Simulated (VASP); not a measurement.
Pb2O: relaxation of cell and atoms with PBE

Pb2O:

```
Pb O
1.0
     5.38000    0.00000    0.00000
     0.00000    5.38000    0.00000
     0.00000    0.00000    5.38000
Pb O
4 2
Direct
  0.25000 0.25000 0.25000
  0.75000 0.75000 0.25000
  0.25000 0.75000 0.75000
  0.75000 0.25000 0.75000
  0.00000 0.00000 0.00000
  0.50000 0.50000 0.50000
```

```json
{
 "Program": "VASP 6.6.1",
 "Task": "relaxation of cell and atoms",
 "Functional": "PBE",
 "Potentials or basis": "VASP PAW PBE potentials, release 64 (Pb_d, O)",
 "Cutoff": "600 eV",
 "k mesh": "8 × 8 × 8",
 "Occupations": "gaussian, width 0.1 eV",
 "Spin": "no spin polarisation",
 "Dipole correction": "no",
 "Further INCAR settings": "ALGO = Normal; EDIFF = 1e-06; IBRION = 2; EDIFFG = -0.005; NSW = 100; ISIF = 3"
}
```

- Relaxed volume: 27.36 Å³/atom
- Relaxed cell: a = 5.475 Å, b = 5.475 Å, c = 5.475 Å, α = 90.00°, β = 90.00°, γ = 90.00°
- Space group after relaxing (to 0.1 Å): Pn-3m (No. 224)
- Energy gained by relaxing: 12.0 meV/atom
- Ionic steps: 3
- Pressure after relaxing: 0.0 GPa
- Band gap on the k mesh: zero (bands 34 and 35 overlap by 0.84 eV)

Step by step:
```tsv
step	energy change (eV)	largest force (eV/Å)	pressure (GPa)	volume (Å³)
1	0.0000	0.0000	2.85	155.72
2	-0.0677	0.0000	-0.63	166.37
3	-0.0720	0.0000	0.01	164.15
```

Final structure:
```xyz
6
Lattice="5.4754 0.0000 0.0000 0.0000 5.4754 0.0000 0.0000 0.0000 5.4754" Properties=species:S:1:pos:R:3 pbc="T T T"
Pb    1.3689    1.3689    1.3689
Pb    4.1066    4.1066    1.3689
Pb    1.3689    4.1066    4.1066
Pb    4.1066    1.3689    4.1066
O     0.0000    0.0000    0.0000
O     2.7377    2.7377    2.7377
```

Levels at points of the mesh, in eV from the Fermi level:
```csv
k point,band 30,band 31,band 32,band 33,band 34,band 35,band 36,band 37,band 38,band 39
"(0.00, 0.00, 0.00)",-1.88,-1.88,-0.59,-0.59,-0.59,2.05,2.05,2.05,2.60,5.20
"(0.50, 0.00, 0.00)",-2.27,-0.96,-0.96,-0.49,-0.49,0.98,0.98,1.93,1.93,4.08
"(0.50, 0.50, 0.00)",-2.92,-1.21,-1.21,-0.07,-0.07,1.35,1.35,1.91,1.91,4.23
"(0.50, 0.50, 0.50)",-0.82,-0.82,-0.82,-0.74,-0.74,-0.74,1.35,4.42,4.42,4.43
```

Run time: 13 min on 1 thread of Intel Xeon 8259CL (shared host), peak memory 0.47 GiB.

Caveat: spin-orbit coupling is left out, which moves the levels of the heavy elements. PBE usually gives volumes a little too large and moduli too small.
